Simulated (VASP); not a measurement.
# NaH (Fm-3m) in VASP: density of states with LDA

Aim: the density of states of NaH with LDA.

Everything below comes from runs of VASP 6.6.1. Logs are shortened: lines on timing, memory, paths and dates and some standing lists are left out, and cuts for length are marked.

## 1. The cell of the first run

Symmetry: Fm-3m, No. 225, cubic system. The conventional cell has a = 4.830 Å, b = 4.830 Å, c = 4.830 Å, α = 90.00°, β = 90.00°, γ = 90.00°. Within 3.2 Å of Na (site symmetry m-3m) lie 6 H at 2.42 Å. H (site symmetry m-3m) has 6 Na at 2.42 Å within 3.2 Å.

## 2. Density of states, LDA

POSCAR

```
NaH
1.0
    0.0000000000      2.4151018777      2.4151018777
    2.4151018777      0.0000000000      2.4151018777
    2.4151018777      2.4151018777      0.0000000000
Na H
1 1
Direct
    0.0000000000      0.0000000000      0.0000000000
    0.5000000000      0.5000000000      0.5000000000
```

INCAR.step1

```
ALGO = Normal
EDIFF = 1E-6
ENCUT = 400
GGA_COMPAT = False
ISIF = 2
ISMEAR = 0
LASPH = True
LCHARG = True
LORBIT = 11
LREAL = False
LWAVE = False
NBANDS = 11
NEDOS = 2001
NELM = 120
PREC = Accurate
SIGMA = 0.02
```

KPOINTS.step1

```
k-points
0
Gamma
  8 8 8
```

INCAR.step2

```
ALGO = Normal
EDIFF = 1E-6
ENCUT = 400
GGA_COMPAT = False
ICHARG = 11
ISIF = 2
ISMEAR = -5
LASPH = True
LCHARG = False
LORBIT = 11
LREAL = False
LWAVE = False
NBANDS = 11
NEDOS = 2001
NELM = 120
PREC = Accurate
SIGMA = 0.02
```

KPOINTS.step2

```
k-points
0
Gamma
  12 12 12
```

Potentials or basis: VASP PAW LDA potentials, release 64 (Na_pv, H).

Command:

```sh
> cat potpaw_LDA.64/Na_pv/POTCAR potpaw_LDA.64/H/POTCAR > POTCAR
> cp INCAR.step1 INCAR
> cp KPOINTS.step1 KPOINTS
> mpirun -np 1 vasp_std > vasp.out
> cp INCAR.step2 INCAR
> cp KPOINTS.step2 KPOINTS
> mpirun -np 1 vasp_std > vasp.out
```

OUTCAR:

```text
EDIFF = 1E-6
   ENCUT = 400
   ICHARG = 11
   ISIF = 2
   ISMEAR = -5
   LASPH = True
   LORBIT = 11
   LREAL = False
   NELM = 120
   PREC = Accurate

 ion  position               nearest neighbor table
   1  0.000  0.000  0.000-
   2  0.500  0.500  0.500-

  LATTYP: Found a face centered cubic cell.
 ALAT       =     4.8302037554

  Lattice vectors:

 A1 = (   0.0000000000,   2.4151018777,   2.4151018777)
 A2 = (   2.4151018777,   0.0000000000,   2.4151018777)
 A3 = (   2.4151018777,   2.4151018777,   0.0000000000)

Analysis of symmetry for initial positions (statically):
=====================================================================
 Subroutine PRICEL returns:
 Original cell was already a primitive cell.

 Routine SETGRP: Setting up the symmetry group for a
 face centered cubic supercell.

 Subroutine GETGRP returns: Found 48 space group operations
 (whereof 48 operations were pure point group operations)
 out of a pool of 48 trial point group operations.

The static configuration has the point symmetry O_h .

Analysis of symmetry for dynamics (positions and initial velocities):
=====================================================================
 Subroutine PRICEL returns:
 Original cell was already a primitive cell.

 Routine SETGRP: Setting up the symmetry group for a
 face centered cubic supercell.

 Subroutine GETGRP returns: Found 48 space group operations
 (whereof 48 operations were pure point group operations)
 out of a pool of 48 trial point group operations.

The dynamic configuration has the point symmetry O_h .

 Subroutine INISYM returns: Found 48 space group operations
 (whereof 48 operations are pure point group operations),
 and found     1 'primitive' translations

----------------------------------------------------------------------------------------

                                     Primitive cell

  volume of cell :      28.1732

  direct lattice vectors                    reciprocal lattice vectors
     0.000000000  2.415101878  2.415101878    -0.207030604  0.207030604  0.207030604
     2.415101878  0.000000000  2.415101878     0.207030604 -0.207030604  0.207030604
     2.415101878  2.415101878  0.000000000     0.207030604  0.207030604 -0.207030604

  length of vectors
     3.415469830  3.415469830  3.415469830     0.358587525  0.358587525  0.358587525

  position of ions in fractional coordinates (direct lattice)
     0.000000000  0.000000000  0.000000000
     0.500000000  0.500000000  0.500000000

  ion indices of the primitive-cell ions
   primitive index   ion index
                 1           1
                 2           2

----------------------------------------------------------------------------------------

 KPOINTS: k-points

Automatic generation of k-mesh.
 Grid dimensions read from file:
 generate k-points for:   12   12   12

 Generating k-lattice:

  Cartesian coordinates                     Fractional coordinates (reciprocal lattice)
    -0.017252550  0.017252550  0.017252550     0.083333333  0.000000000  0.000000000
     0.017252550 -0.017252550  0.017252550     0.000000000  0.083333333  0.000000000
     0.017252550  0.017252550 -0.017252550     0.000000000  0.000000000  0.083333333

  Length of vectors
     0.029882294  0.029882294  0.029882294

  Shift w.r.t. Gamma in fractional coordinates (k-lattice)
     0.000000000  0.000000000  0.000000000

 TETIRR: Found    247 inequivalent tetrahedra from    10368

 Subroutine IBZKPT returns following result:
 ===========================================

 Found     72 irreducible k-points:

 Following reciprocal coordinates:
            Coordinates               Weight
  0.000000  0.000000  0.000000      1.000000
  0.083333  0.000000  0.000000      8.000000
  0.166667  0.000000  0.000000      8.000000
  0.250000  0.000000  0.000000      8.000000
  0.333333  0.000000  0.000000      8.000000
  0.416667  0.000000  0.000000      8.000000
[... 16 lines left out ...]
  0.500000  0.166667  0.000000     24.000000
 -0.416667  0.166667  0.000000     24.000000
 [... further k-points ...]
   k-points           NKPTS =     72   k-points in BZ     NKDIM =     72   number of bands    NBANDS=     11
   number of dos      NEDOS =   2001   number of ions     NIONS =      2
   total plane-waves  NPLWV =  13824
   dimension x,y,z NGX =    24 NGY =   24 NGZ =   24
   dimension x,y,z NGXF=    48 NGYF=   48 NGZF=   48
   ions per type =               1   1
   NGX,Y,Z   is equivalent  to a cutoff of  11.68, 11.68, 11.68 a.u.
   NGXF,Y,Z  is equivalent  to a cutoff of  23.36, 23.36, 23.36 a.u.
 SYSTEM =  unknown system
   PREC   = accura    normal or accurate (medium, high low for compatibility)
   ISTART =      0    job   : 0-new  1-cont  2-samecut
   ICHARG =     11    charge: 1-file 2-atom 10-const
   ISPIN  =      1    spin polarized calculation?
   LNONCOLLINEAR =      F non collinear calculations
   LSORBIT =      F    spin-orbit coupling
   LASPH  =      T    aspherical Exc in radial PAW
   ENCUT  =  400.0 eV  29.40 Ry    5.42 a.u.   5.57  5.57  5.57*2*pi/ulx,y,z
   NELM   =    120;   NELMIN=  2; NELMDL=  0     # of ELM steps
   EDIFF  = 0.1E-05   stopping-criterion for ELM
   LREAL  =      F    real-space projection
   EDIFFG = 0.1E-04   stopping-criterion for IOM
   NSW    =      0    number of steps for IOM
   IBRION =     -1    ionic relax: 0-MD 1-quasi-New 2-CG
   NFREE  =      0    steps in history (QN), initial steepest desc. (CG)
   ISIF   =      2    stress and relaxation
   ISYM   =      2    0-nonsym 1-usesym 2-fastsym
   POTIM  = 0.5000    time-step for ionic-motion
   TEBEG  =    0.0;   TEEND  =   0.0 temperature during run
   PSTRESS=    0.0 pullay stress
   NELECT =       8.0000    total number of electrons
   NUPDOWN=      -1.0000    fix difference up-down
   EMIN   =  10.00;   EMAX   =-10.00  energy-range for DOS
   EFERMI =   0.00;   METHOD = LEGACY
   ISMEAR =    -5;   SIGMA  =   0.02  broadening in eV -4-tet -1-fermi 0-gaus
   EFERMI_NEDOS =   21; number of points for ismear=-14 and -15
   IALGO  =     38    algorithm
   IMIX   =      4    mixing-type and parameters
     AMIX     =   0.40;   BMIX     =  1.00
     AMIX_MAG =   1.60;   BMIX_MAG =  1.00
  volume/ion in A,a.u.               =      14.09        95.06
  Fermi-wavevector in a.u.,A,eV,Ry     =   1.076034  2.033410 15.753498  1.157849
  Thomas-Fermi vector in A             =   2.211907
   LORBIT       =     11    0 simple, 1 ext, 2 COOP (PROOUT), +10 PAW based schemes
   GGA     = CA    functional components
   LHFCALC =     F    Hartree Fock is set to
   AEXX    =    0.0000 exact exchange contribution
   IVDW    =     0    specifies the selected vdW correction
   LEPSILON=     F    determine dielectric tensor
   LRPA    =     F    only Hartree local field effects (RPA)
 non-spin polarized calculation
 Fermi weights with tetrahedron method with Bloechl corrections
  energy-cutoff  :      400.00
  volume of cell :       28.17
 maximum number of plane-waves:       532
 NGX is ok and might be reduce to    24

 number of electron       7.9999995 magnetization

 Free energy of the ion-electron system (eV)
  ---------------------------------------------------
  ext. energy  EPLUGINS =         0.00000000
  ---------------------------------------------------
  free energy    TOTEN  =        -5.38906118 eV

  energy without entropy =       -5.38906118  energy(sigma->0) =       -5.38906118

 E-fermi :  -1.2050     XC(G=0):  -8.2392

 val. band max:       -1.2085622120   @ k =  -0.2500   0.5000   0.2500
 cond. band min:       2.1982388087   @ k =   0.5000   0.0000   0.0000
 fundamental gap:      3.4068010206
 Fermi energy:        -1.2050127728

 k-point     1 :       0.0000    0.0000    0.0000
  band No.  band energies     occupation
      1     -23.3811      2.00000
      2     -23.3811      2.00000
      3     -23.3811      2.00000
      4      -5.0045      2.00000
      5       9.1903      0.00000
      6      13.9866      0.00000
      7      13.9866      0.00000
      8      13.9866      0.00000
      9      14.9754      0.00000
     10      14.9754      0.00000
     11      14.9760      0.00000

 k-point     2 :       0.0833    0.0000    0.0000
  band No.  band energies     occupation
      1     -23.3878      2.00000
      2     -23.3819      2.00000
      3     -23.3819      2.00000
      4      -4.8819      2.00000
      5       8.7770      0.00000
      6      12.2731      0.00000
      7      13.5359      0.00000
      8      13.5359      0.00000
      9      15.5374      0.00000
     10      15.5374      0.00000
     11      15.7365      0.00000

 k-point     3 :       0.1667    0.0000    0.0000
  band No.  band energies     occupation
      1     -23.4056      2.00000
      2     -23.3840      2.00000
      3     -23.3840      2.00000
      4      -4.5209      2.00000
      5       7.5306      0.00000
      6      10.8436      0.00000
      7      12.9386      0.00000
      8      12.9386      0.00000
      9      16.1566      0.00000
     10      16.1566      0.00000
     11      16.5156      0.00000
[... 267 lines left out ...]
 k-point    23 :       0.5000    0.1667    0.0000
  band No.  band energies     occupation
      1     -23.4678      2.00000
      2     -23.4066      2.00000
      3     -23.3982      2.00000
      4      -2.0321      2.00000
      5       2.8931      0.00000
      6       7.2516      0.00000
      7      10.6883      0.00000
      8      11.8745      0.00000
      9      15.3016      0.00000
     10      16.8609      0.00000
     11      18.9844      0.00000

 k-point    24 :      -0.4167    0.1667    0.0000
  band No.  band energies     occupation
      1     -23.4689      2.00000
      2     -23.4096      2.00000
      3     -23.3962      2.00000
      4      -1.9202      2.00000
      5       2.7357      0.00000
      6       7.0020      0.00000
      7      11.0236      0.00000
      8      11.8968      0.00000
      9      15.4341      0.00000
     10      16.4108      0.00000
     11      20.0436      0.00000

 [... further k-points ...]
[... 5 lines left out ...]
  --------------------------------------------------------------------------------------
  -------------------------------------------------------------------------------------
  Total       -0.4462727     -0.4462727     -0.4462727      0.0000000      0.0000000     -0.0000000
  in kB      -25.3790029    -25.3790029    -25.3790029      0.0000000      0.0000000     -0.0000000
  external PRESSURE =     -25.3790029 kB  Pullay stress =       0.0000000 kB

 VOLUME and BASIS-vectors are now :
 -----------------------------------------------------------------------------
  energy-cutoff  :      400.00
  volume of cell :       28.17
      direct lattice vectors                 reciprocal lattice vectors
     0.000000000  2.415101878  2.415101878    -0.207030604  0.207030604  0.207030604
     2.415101878  0.000000000  2.415101878     0.207030604 -0.207030604  0.207030604
     2.415101878  2.415101878  0.000000000     0.207030604  0.207030604 -0.207030604

 POSITION                                       TOTAL-FORCE (eV/Angst)
 -----------------------------------------------------------------------------------
      0.00000      0.00000      0.00000        -0.000000     -0.000000      0.000000
      2.41510      2.41510      2.41510         0.000000      0.000000      0.000000
 -----------------------------------------------------------------------------------
    total drift:                                0.000000     -0.000000     -0.000000

  FREE ENERGIE OF THE ION-ELECTRON SYSTEM (eV)
  ---------------------------------------------------
  free  energy   TOTEN  =        -5.3890611773 eV

  energy  without entropy=       -5.3890611773  energy(sigma->0) =       -5.38906118

 total charge

# of ion       s       p       d       tot
------------------------------------------
    1        0.065   5.988   0.000   6.053
    2        0.492   0.001   0.000   0.492
--------------------------------------------------
tot          0.556   5.988   0.000   6.545
```

Run time: 17 s. Hardware: 1 thread of Intel Xeon 8259CL, shared host; peak memory 0.12 GiB.

What came out:

```
Valence electrons inside the program's atomic spheres : Na 6.05; H 0.49
```
